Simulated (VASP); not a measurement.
Wanted: the native input for a VASP 6.6.1 run.

- Task: single point
- Functional: r2SCAN
- Potentials or basis: VASP PAW PBE potentials, release 64 (Ti_sv, C)
- Cutoff: 520 eV
- k mesh: 18 × 18 × 18
- Occupations: gaussian, width 0.15 eV
- Spin: no spin polarisation
- Dipole correction: no
- Further INCAR settings: ALGO = Normal; EDIFF = 1e-06; NBANDS = 15

TiC:

```
Ti C
1.0
     0.00000    2.13154    2.16400
     2.19646    0.00000    2.16400
     2.19646    2.13154    0.00000
Ti C
1 1
Cartesian
  0.0000 0.0000 0.0000
  2.1965 2.1315 2.1640
```

This cell differs from its parent crystal: strain +0.0150 x Voigt [1, -1, 0, 0, 0, 0].

The input as run:

POSCAR

```
TiC
1.0
    0.0000000000      2.1315400000      2.1640000000
    2.1964600000      0.0000000000      2.1640000000
    2.1964600000      2.1315400000      0.0000000000
Ti C
1 1
Direct
    0.0000000000      0.0000000000      0.0000000000
    0.5000000000      0.5000000000      0.5000000000
```

INCAR.step1

```
SYSTEM = TiC
  ALGO = Normal
  EDIFF = 1E-4
  ENCUT = 520
  GGA = PE
  ISMEAR = 0
  LASPH = .True.
  LCHARG = .False.
  LREAL = .False.
  LWAVE = .True.
  NBANDS = 15
  NELM = 80
  PREC = Accurate
  SIGMA = 0.15
```

INCAR.step2

```
SYSTEM = TiC
  ALGO = Normal
  EDIFF = 1E-6
  ENCUT = 520
  ISIF = 2
  ISMEAR = 0
  ISTART = 1
  LASPH = .True.
  LCHARG = .False.
  LMIXTAU = .True.
  LREAL = .False.
  LWAVE = .False.
  METAGGA = R2SCAN
  NBANDS = 15
  NELM = 80
  PREC = Accurate
  SIGMA = 0.15
```

KPOINTS

```
k-points
0
Gamma
  18 18 18
  0 0 0
```

Potentials or basis: VASP PAW PBE potentials, release 64 (Ti_sv, C).

Run with:

```console
$ cat potpaw_PBE.64/Ti_sv/POTCAR potpaw_PBE.64/C/POTCAR > POTCAR
$ cp INCAR.step1 INCAR
$ mpirun -np 1 vasp_std > vasp.out
$ cp INCAR.step2 INCAR
$ mpirun -np 1 vasp_std > vasp.out
```

It gave:

- Pressure: 1.3 GPa
- Band gap on the k mesh: zero (bands 8 and 9 overlap by 1.61 eV)

Caveat: the cell differs from its parent crystal (strain +0.0150 x Voigt [1, -1, 0, 0, 0, 0]); the stress differs along the axes, from -5 to 8 GPa; the PAW data sets were made with another functional, which shifts forces and pressure a little.

It took 22 min on 1 thread of Oxide Virtual Turin-like Processor, with other jobs on the host, peak memory 0.34 GiB.
